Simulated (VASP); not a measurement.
# La (Im-3m) in VASP: notebook

Runs on La. Level: r2SCAN. Tasks: single point.

Program: VASP 6.6.1. These are calculated values, not measurements. Logs are shortened: lines on timing, memory, paths and dates and some standing lists are left out, and cuts for length are marked.

### Step 1. The cell of the first run

It takes space group Im-3m (No. 229, cubic). The conventional cell has a = 4.247 Å, b = 4.247 Å, c = 4.247 Å, α = 90.00°, β = 90.00°, γ = 90.00°. Within 4.8 Å of La (site symmetry m-3m) lie 14 La at 3.68 to 4.25 Å.

This isn't the form of La at room conditions, which is double hcp.

### Step 2. Single point, r2SCAN, collinear spin (38.31 Å³/atom)

File POSCAR:

```
La
1.0
   -2.1235768607      2.1235768607      2.1235768607
    2.1235768607     -2.1235768607      2.1235768607
    2.1235768607      2.1235768607     -2.1235768607
La
1
Direct
    0.0000000000      0.0000000000      0.0000000000
```

File INCAR.step1:

```
PREC     = Accurate       # precision mode
ENCUT    = 520            # plane-wave cutoff, eV
ISMEAR   = -1             # smearing method
SIGMA    = 0.05           # smearing width, eV
LREAL    = False          # projectors in reciprocal space
LASPH    = True           # aspherical terms in the spheres
NELM     = 150            # most SCF steps
ISPIN    = 2              # spin polarisation
MAGMOM   = 0.333          # initial moments
LMAXMIX  = 6              # l up to which the mixer works
NBANDS   = 16             # bands
GGA      = PE             # functional
ALGO     = Normal         # electronic algorithm
EDIFF    = 1E-4           # SCF threshold, eV
LWAVE    = True           # write WAVECAR
LCHARG   = False          # write CHGCAR
```

File INCAR.step2:

```
PREC     = Accurate       # precision mode
ENCUT    = 520            # plane-wave cutoff, eV
EDIFF    = 1E-6           # SCF threshold, eV
ISMEAR   = -1             # smearing method
SIGMA    = 0.05           # smearing width, eV
LREAL    = False          # projectors in reciprocal space
LASPH    = True           # aspherical terms in the spheres
NELM     = 150            # most SCF steps
ALGO     = Normal         # electronic algorithm
ISIF     = 2              # what is computed and relaxed
LWAVE    = False          # write WAVECAR
LCHARG   = True           # write CHGCAR
ISPIN    = 2              # spin polarisation
MAGMOM   = 0.333          # initial moments
LORBIT   = 11             # projections on sites
LMAXMIX  = 6              # l up to which the mixer works
METAGGA  = R2SCAN         # meta-GGA
LMIXTAU  = True         
LELF     = True           # ELF
LVHAR    = True         
NBANDS   = 16             # bands
ISTART   = 1
```

File KPOINTS:

```
regular mesh
0
Gamma
  12 12 12
```

Potentials or basis: VASP PAW PBE potentials, release 64 (La).

On the command line:

```console
$ cat potpaw_PBE.64/La/POTCAR > POTCAR
$ cp INCAR.step1 INCAR
$ mpirun -np 1 vasp_std > vasp.out
$ cp INCAR.step2 INCAR
$ mpirun -np 1 vasp_std > vasp.out
```

OUTCAR:

```text
PREC = Accurate
   ENCUT = 520
   EDIFF = 1E-6
   ISMEAR = -1
   LREAL = False
   LASPH = True
   NELM = 150
   ISIF = 2
   ISPIN = 2
   LORBIT = 11
   METAGGA = R2SCAN
   ISTART = 1

 ion  position               nearest neighbor table
   1  0.000  0.000  0.000-

  LATTYP: Found a body centered cubic cell.
 ALAT       =     4.2471537214

  Lattice vectors:

 A1 = (  -2.1235768607,   2.1235768607,   2.1235768607)
 A2 = (   2.1235768607,  -2.1235768607,   2.1235768607)
 A3 = (   2.1235768607,   2.1235768607,  -2.1235768607)

Analysis of symmetry for initial positions (statically):
=====================================================================
 Subroutine PRICEL returns:
 Original cell was already a primitive cell.

 Routine SETGRP: Setting up the symmetry group for a
 body centered cubic supercell.

 Subroutine GETGRP returns: Found 48 space group operations
 (whereof 48 operations were pure point group operations)
 out of a pool of 48 trial point group operations.

The static configuration has the point symmetry O_h .

Analysis of symmetry for dynamics (positions and initial velocities):
=====================================================================
 Subroutine PRICEL returns:
 Original cell was already a primitive cell.

 Routine SETGRP: Setting up the symmetry group for a
 body centered cubic supercell.

 Subroutine GETGRP returns: Found 48 space group operations
 (whereof 48 operations were pure point group operations)
 out of a pool of 48 trial point group operations.

The dynamic configuration has the point symmetry O_h .

Analysis of structural, dynamic, and magnetic symmetry:
=====================================================================
 Subroutine PRICEL returns:
 Original cell was already a primitive cell.

 Routine SETGRP: Setting up the symmetry group for a
 body centered cubic supercell.

 Subroutine GETGRP returns: Found 48 space group operations
 (whereof 48 operations were pure point group operations)
 out of a pool of 48 trial point group operations.

The overall configuration has the point symmetry O_h .

 Subroutine INISYM returns: Found 48 space group operations
 (whereof 48 operations are pure point group operations),
 and found     1 'primitive' translations

----------------------------------------------------------------------------------------

                                     Primitive cell

  volume of cell :      38.3057

  direct lattice vectors                    reciprocal lattice vectors
    -2.123576861  2.123576861  2.123576861     0.000000000  0.235451803  0.235451803
     2.123576861 -2.123576861  2.123576861     0.235451803  0.000000000  0.235451803
     2.123576861  2.123576861 -2.123576861     0.235451803  0.235451803  0.000000000

  length of vectors
     3.678143017  3.678143017  3.678143017     0.332979133  0.332979133  0.332979133

  position of ions in fractional coordinates (direct lattice)
     0.000000000  0.000000000  0.000000000

  ion indices of the primitive-cell ions
   primitive index   ion index
                 1           1

----------------------------------------------------------------------------------------

 KPOINTS: regular mesh

Automatic generation of k-mesh.
 Grid dimensions read from file:
 generate k-points for:   12   12   12

 Generating k-lattice:

  Cartesian coordinates                     Fractional coordinates (reciprocal lattice)
     0.000000000  0.019620984  0.019620984     0.083333333  0.000000000  0.000000000
     0.019620984  0.000000000  0.019620984     0.000000000  0.083333333  0.000000000
     0.019620984  0.019620984  0.000000000     0.000000000  0.000000000  0.083333333

  Length of vectors
     0.027748261  0.027748261  0.027748261

  Shift w.r.t. Gamma in fractional coordinates (k-lattice)
     0.000000000  0.000000000  0.000000000

 Subroutine IBZKPT returns following result:
 ===========================================

 Found     72 irreducible k-points:

 Following reciprocal coordinates:
            Coordinates               Weight
  0.000000  0.000000  0.000000      1.000000
  0.083333  0.000000  0.000000     12.000000
  0.166667  0.000000  0.000000     12.000000
  0.250000  0.000000  0.000000     12.000000
  0.333333  0.000000  0.000000     12.000000
  0.416667  0.000000  0.000000     12.000000
[... 16 lines left out ...]
  0.333333  0.083333  0.083333     24.000000
  0.416667  0.083333  0.083333     12.000000
 [... further k-points ...]
   k-points           NKPTS =     72   k-points in BZ     NKDIM =     72   number of bands    NBANDS=     16
   number of dos      NEDOS =    301   number of ions     NIONS =      1
   total plane-waves  NPLWV =  21952
   dimension x,y,z NGX =    28 NGY =   28 NGZ =   28
   dimension x,y,z NGXF=    56 NGYF=   56 NGZF=   56
   ions per type =               1
   NGX,Y,Z   is equivalent  to a cutoff of  12.66, 12.66, 12.66 a.u.
   NGXF,Y,Z  is equivalent  to a cutoff of  25.31, 25.31, 25.31 a.u.
 SYSTEM =  unknown system
   PREC   = accura    normal or accurate (medium, high low for compatibility)
   ISTART =      1    job   : 0-new  1-cont  2-samecut
   ICHARG =      0    charge: 1-file 2-atom 10-const
   ISPIN  =      2    spin polarized calculation?
   LNONCOLLINEAR =      F non collinear calculations
   LSORBIT =      F    spin-orbit coupling
   LASPH  =      T    aspherical Exc in radial PAW
   ENCUT  =  520.0 eV  38.22 Ry    6.18 a.u.   6.84  6.84  6.84*2*pi/ulx,y,z
   NELM   =    150;   NELMIN=  2; NELMDL=  0     # of ELM steps
   EDIFF  = 0.1E-05   stopping-criterion for ELM
   LREAL  =      F    real-space projection
   EDIFFG = 0.1E-04   stopping-criterion for IOM
   NSW    =      0    number of steps for IOM
   IBRION =     -1    ionic relax: 0-MD 1-quasi-New 2-CG
   NFREE  =      0    steps in history (QN), initial steepest desc. (CG)
   ISIF   =      2    stress and relaxation
   ISYM   =      2    0-nonsym 1-usesym 2-fastsym
   POTIM  = 0.5000    time-step for ionic-motion
   TEBEG  =    0.0;   TEEND  =   0.0 temperature during run
   PSTRESS=    0.0 pullay stress
   NELECT =      11.0000    total number of electrons
   NUPDOWN=      -1.0000    fix difference up-down
   EMIN   =  10.00;   EMAX   =-10.00  energy-range for DOS
   EFERMI =   0.00;   METHOD = LEGACY
   ISMEAR =    -1;   SIGMA  =   0.05  broadening in eV -4-tet -1-fermi 0-gaus
   EFERMI_NEDOS =   21; number of points for ismear=-14 and -15
   IALGO  =     38    algorithm
   IMIX   =      4    mixing-type and parameters
     AMIX     =   0.40;   BMIX     =  1.00
     AMIX_MAG =   1.60;   BMIX_MAG =  1.00
  volume/ion in A,a.u.               =      38.31       258.50
  Fermi-wavevector in a.u.,A,eV,Ry     =   1.080068  2.041032 15.871832  1.166547
  Thomas-Fermi vector in A             =   2.216049
   LORBIT       =     11    0 simple, 1 ext, 2 COOP (PROOUT), +10 PAW based schemes
   METAGGA = R2SCAN    functional components
   LHFCALC =     F    Hartree Fock is set to
   AEXX    =    0.0000 exact exchange contribution
   IVDW    =     0    specifies the selected vdW correction
   LEPSILON=     F    determine dielectric tensor
   LRPA    =     F    only Hartree local field effects (RPA)
 spin polarized calculation
  energy-cutoff  :      520.00
  volume of cell :       38.31
 maximum number of plane-waves:      1055
   NGX = 13   NGY = 13   NGZ = 13

 number of electron      10.9999999 magnetization       0.5291109

 Free energy of the ion-electron system (eV)
  ---------------------------------------------------
  ext. energy  EPLUGINS =         0.00000000
  ---------------------------------------------------
  free energy    TOTEN  =       -29.64484662 eV

  energy without entropy =      -29.63045073  energy(sigma->0) =      -29.63764868

 E-fermi :   7.7083     XC(G=0): -10.0876

 val. band max:        7.6952245085   @ k =   0.1667   0.1667   0.0000
 cond. band min:       7.7085861182   @ k =  -0.2500   0.2500   0.1667
 fundamental gap:      0.0133616097
 Fermi energy:         7.7083223968

 spin component 1

 k-point     1 :       0.0000    0.0000    0.0000
  band No.  band energies     occupation
      1     -26.5315      1.00000
      2      -9.1078      1.00000
      3      -9.1078      1.00000
      4      -9.1078      1.00000
      5       4.0846      1.00000
      6       9.1037      0.00000
[... 8 lines left out ...]
     15      10.3201      0.00000
     16      11.4306      0.00000

 k-point     2 :       0.0833    0.0000    0.0000
  band No.  band energies     occupation
      1     -26.5181      1.00000
      2      -9.2096      1.00000
      3      -9.1369      1.00000
      4      -9.1090      1.00000
      5       4.3068      1.00000
      6       8.8083      0.00000
[... 8 lines left out ...]
     15      10.4017      0.00000
     16      11.3311      0.00000

 k-point     3 :       0.1667    0.0000    0.0000
  band No.  band energies     occupation
      1     -26.4812      1.00000
      2      -9.4771      1.00000
      3      -9.2151      1.00000
      4      -9.1125      1.00000
      5       4.8866      1.00000
      6       8.3784      0.00000
[... 8 lines left out ...]
     15      10.7788      0.00000
     16      11.2112      0.00000
[... 362 lines left out ...]
 k-point    23 :       0.3333    0.0833    0.0833
  band No.  band energies     occupation
      1     -26.3339      1.00000
      2     -10.3105      1.00000
      3      -9.5531      1.00000
      4      -9.2171      1.00000
      5       6.1318      1.00000
      6       7.3639      0.99898
[... 8 lines left out ...]
     15      11.7567      0.00000
     16      12.2437      0.00000

 k-point    24 :       0.4167    0.0833    0.0833
  band No.  band energies     occupation
      1     -26.3213      1.00000
      2     -10.3674      1.00000
      3      -9.5938      1.00000
      4      -9.2208      1.00000
      5       6.0687      1.00000
      6       7.3137      0.99963
[... 8 lines left out ...]
     15      11.7760      0.00000
     16      12.3037      0.00000

 [... further k-points ...]

 spin component 2

 k-point     1 :       0.0000    0.0000    0.0000
  band No.  band energies     occupation
      1     -26.3852      1.00000
      2      -8.9304      1.00000
      3      -8.9304      1.00000
      4      -8.9304      1.00000
      5       4.5398      1.00000
      6       9.5262      0.00000
[... 8 lines left out ...]
     15      10.4286      0.00000
     16      11.4799      0.00000

 k-point     2 :       0.0833    0.0000    0.0000
  band No.  band energies     occupation
      1     -26.3725      1.00000
      2      -9.0265      1.00000
      3      -8.9573      1.00000
      4      -8.9322      1.00000
      5       4.7583      1.00000
      6       9.2172      0.00000
[... 8 lines left out ...]
     15      10.5546      0.00000
     16      11.3915      0.00000

 k-point     3 :       0.1667    0.0000    0.0000
  band No.  band energies     occupation
      1     -26.3376      1.00000
      2      -9.2799      1.00000
      3      -9.0300      1.00000
      4      -8.9373      1.00000
      5       5.3310      1.00000
      6       8.7726      0.00000
[... 8 lines left out ...]
     15      11.0613      0.00000
     16      11.3173      0.00000
[... 362 lines left out ...]
 k-point    23 :       0.3333    0.0833    0.0833
  band No.  band energies     occupation
      1     -26.1981      1.00000
      2     -10.0730      1.00000
      3      -9.3488      1.00000
      4      -9.0422      1.00000
      5       6.5744      1.00000
      6       7.9072      0.01840
[... 8 lines left out ...]
     15      12.0066      0.00000
     16      12.4299      0.00000

 k-point    24 :       0.4167    0.0833    0.0833
  band No.  band energies     occupation
      1     -26.1862      1.00000
      2     -10.1275      1.00000
      3      -9.3868      1.00000
      4      -9.0464      1.00000
      5       6.5090      1.00000
      6       7.8631      0.04333
[... 8 lines left out ...]
     15      12.0309      0.00000
     16      12.5015      0.00000

 [... further k-points ...]
[... 5 lines left out ...]
  --------------------------------------------------------------------------------------
  -------------------------------------------------------------------------------------
  Total        0.0014573      0.0014573      0.0014573      0.0000000      0.0000000      0.0000000
  in kB        0.0609530      0.0609530      0.0609530      0.0000000      0.0000000      0.0000000
  external PRESSURE =       0.0609530 kB  Pullay stress =       0.0000000 kB

 VOLUME and BASIS-vectors are now :
 -----------------------------------------------------------------------------
  energy-cutoff  :      520.00
  volume of cell :       38.31
      direct lattice vectors                 reciprocal lattice vectors
    -2.123576861  2.123576861  2.123576861     0.000000000  0.235451803  0.235451803
     2.123576861 -2.123576861  2.123576861     0.235451803  0.000000000  0.235451803
     2.123576861  2.123576861 -2.123576861     0.235451803  0.235451803  0.000000000

 POSITION                                       TOTAL-FORCE (eV/Angst)
 -----------------------------------------------------------------------------------
      0.00000      0.00000      0.00000         0.000000     -0.000000     -0.000000
 -----------------------------------------------------------------------------------
    total drift:                               -0.000000     -0.000000     -0.000000

  FREE ENERGIE OF THE ION-ELECTRON SYSTEM (eV)
  ---------------------------------------------------
  free  energy   TOTEN  =       -29.6448466189 eV

  energy  without entropy=      -29.6304507323  energy(sigma->0) =      -29.63764868

 total charge

# of ion       s       p       d       f       tot
--------------------------------------------------
    1        2.040   5.582   0.858   0.070   8.551

 magnetization (x)

# of ion       s       p       d       f       tot
--------------------------------------------------
    1        0.002   0.007   0.215   0.020   0.244
```

It took 7.2 min on 1 thread of Oxide Virtual Turin-like, shared host; peak memory 0.21 GiB.

What came out:

```
Free energy                                           : -29.6448 eV
Pressure                                              : 0.0 GPa
Net moment                                            : 0.53 μB per cell
Site moments                                          : La +0.24 μB
Valence electrons inside the program's atomic spheres : La 8.55
```

Caveat: the PAW data sets were made with another functional, which shifts forces and pressure a little; spin-orbit coupling is left out, which moves the levels of the heavy elements.

(Continued in part 2 of 2.)
